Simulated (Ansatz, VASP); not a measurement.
AlN in VASP and in Ansatz

POSCAR

```
AlN
1.0
    3.1887772054      0.0000000000      0.0000000000
   -1.5943886027      2.7615620669      0.0000000000
    0.0000000000      0.0000000000      4.8535500000
Al N
2 2
Direct
    0.3333333333      0.6666666667      0.0000000000
    0.6666666667      0.3333333333      0.5000000000
    0.3333333333      0.6666666667      0.3850000000
    0.6666666667      0.3333333333      0.8850000000
```

Contents of INCAR.step1:

```
SYSTEM = AlN
ALGO = Normal
EDIFF = 1E-4
ENCUT = 520
GGA = PE
ISMEAR = 0
LASPH = .True.
LCHARG = .False.
LREAL = .False.
LWAVE = .True.
NBANDS = 16
NELM = 60
PREC = Accurate
SIGMA = 0.05
```

File INCAR.step2:

```
SYSTEM = AlN
ALGO = Normal
EDIFF = 1E-6
ENCUT = 520
ISIF = 2
ISMEAR = 0
ISTART = 1
LASPH = .True.
LCHARG = .False.
LMIXTAU = .True.
LREAL = .False.
LWAVE = .False.
METAGGA = R2SCAN
NBANDS = 16
NELM = 60
PREC = Accurate
SIGMA = 0.05
```

KPOINTS

```
k-points
0
Gamma
  12 12 6
  0 0 0
```

Input for Ansatz:

```yaml
crystal:
  lattice:
    - [3.1887772054, 0.0, 0.0]
    - [-1.5943886027, 2.7615620669, 0.0]
    - [0.0, 0.0, 4.85355]
  atoms:
    - { symbol: Al, position: [0.3333333333, 0.6666666667, 0.0] }
    - { symbol: Al, position: [0.6666666667, 0.3333333333, 0.5] }
    - { symbol: "N", position: [0.3333333333, 0.6666666667, 0.385] }
    - { symbol: "N", position: [0.6666666667, 0.3333333333, 0.885] }
basis:
  ecutwfc: 500
kpoints:
  mp_grid: { grid: [12, 12, 6] }
hamiltonian:
  xc: r2scan
scf:
  occupations: { method: gaussian, width: 0.05 }
output:
  forces: true
  stress: true
  eigenvalues: true
```

Change from the starting cell: strain +0.025 along x and y, -0.025 along z, atoms carried along.

Alike in both runs: task single point; functional r2SCAN; k mesh 12 × 12 × 6; occupations gaussian, width 0.05 eV; no spin polarisation.

|  | VASP | Ansatz |
| --- | --- | --- |
| version | VASP 6.6.1 | Ansatz 0.2.0 |
| potentials or method | VASP PAW PBE potentials, release 64 (Al, N), cutoff 520 eV | scalar-relativistic, plane waves, PAW |
| valence electrons in the cell | 16 | 16 |

Ansatz gave:

| Property | Result |
| --- | --- |
| gap on the k mesh at the Fermi level (eV) | 4.44 |
| least direct gap on the mesh (eV) | 4.44 |
| pressure (GPa) | -5.5 |
| traceless stress, the component that is largest in VASP (GPa) | 12.05 |
| rms of the force components (eV/Å) | 0.228 |

Problem. What did VASP give for the same quantities?

Solution. gap on the k mesh at the Fermi level (eV): 4.48; least direct gap on the mesh (eV): 4.48; pressure (GPa): -5.9; traceless stress, the component that is largest in VASP (GPa): 12.21; rms of the force components (eV/Å): 0.233.

VASP's potentials were made for PBE, not for r2SCAN. Atom by atom the forces differ by 0.005 eV/Å (rms over components). The functional is the same, so the differences come from potentials, cutoffs and numerics.
